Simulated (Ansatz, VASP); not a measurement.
## Two plane-wave programs on SnSe2

```xyz
3
Lattice="3.8189 0.0000 0.0000 -1.9095 3.3073 0.0000 0.0000 0.0000 6.1395" Properties=species:S:1:pos:R:3 pbc="T T T"
Sn    0.0000    0.0000    0.0000
Se    0.0000    2.2049    1.5869
Se    1.9095    1.1024    4.5526
```

Alike in both runs: functional PBEsol; k mesh 12 × 12 × 6; occupations fermi-dirac, width 0.1 eV; no spin polarisation.

Ansatz relaxed the structure, and its values are those at the end. VASP's run is a single point on that final structure, the one shown.

|  | VASP | Ansatz |
| --- | --- | --- |
| version | VASP 6.6.1 | Ansatz 0.2.0 |
| potentials or method | VASP PAW PBE potentials, release 64 (Sn_d, Se) | PAW with Ansatz's default frozen-core files, scalar-relativistic |
| plane-wave cutoff (eV) | 520 | 420 |
| valence electrons in the cell | 26 | 46 |

```tsv
	VASP	Ansatz	Ansatz less VASP
pressure (GPa)	0.1	0.0	-0.10
rms of the force components (eV/Å)	0.010	0.001	-0.0093
```

VASP's potentials were made for PBE, not for PBEsol. VASP's potentials hold 26 valence electrons a cell and Ansatz's 46, so a difference there can come from the potentials and not from the codes.
